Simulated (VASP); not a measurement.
Wanted: the native input for a VASP 6.6.1 run.

```yaml
Task: single point
Functional: PBEsol
Potentials_or_basis: VASP PAW PBE potentials, release 64 (Sr_sv)
Cutoff: 520 eV
k_mesh: 12 × 12 × 10
Occupations: gaussian, width 0.1 eV
Spin: no spin polarisation
Dipole_correction: no
Further_INCAR_settings: ALGO = Fast; EDIFF = 1e-07; NBANDS = 17
```

The structure of Sr lies in POSCAR:

```
Sr
1.0
    2.8691818159      2.8691818159      0.0000000000
   -2.9801037933      2.9801037933      0.0000000000
    0.0000000000      0.0000000000      5.9602075866
Sr
2
Direct
    0.0000000000      0.0000000000      0.0000000000
    0.5000000000      0.5000000000      0.5000000000
```

This cell differs from its parent crystal: uniaxial strain along a: -3.0 %.

The input as run:

INCAR

```
  PREC = Accurate
  ENCUT = 520
  EDIFF = 1E-7
  ISMEAR = 0
  SIGMA = 0.1
  LREAL = False
  LASPH = True
  NELM = 80
  ALGO = Fast
  ISIF = 2
  LWAVE = False
  LCHARG = False
  GGA = PS
  NBANDS = 17
```

KPOINTS

```
Automatic mesh
0
Gamma
  12 12 10
```

Potentials or basis: VASP PAW PBE potentials, release 64 (Sr_sv).

Launch:

```sh
$ cat potpaw_PBE.64/Sr_sv/POTCAR > POTCAR
$ mpirun -np 1 vasp_std > vasp.out
```

It gave:

| Item | Value |
| --- | --- |
| Pressure | 0.3 GPa |
| Band gap on the k mesh | zero (bands 10 and 11 overlap by 0.07 eV) |

Caveat: the cell differs from its parent crystal (uniaxial strain along a: -3.0 %); the PAW data sets were made with another functional, which shifts forces and pressure a little.

Wall time 9.2 min on 1 thread of Intel Xeon 8259CL, with other jobs on the host, peak memory 0.53 GiB.
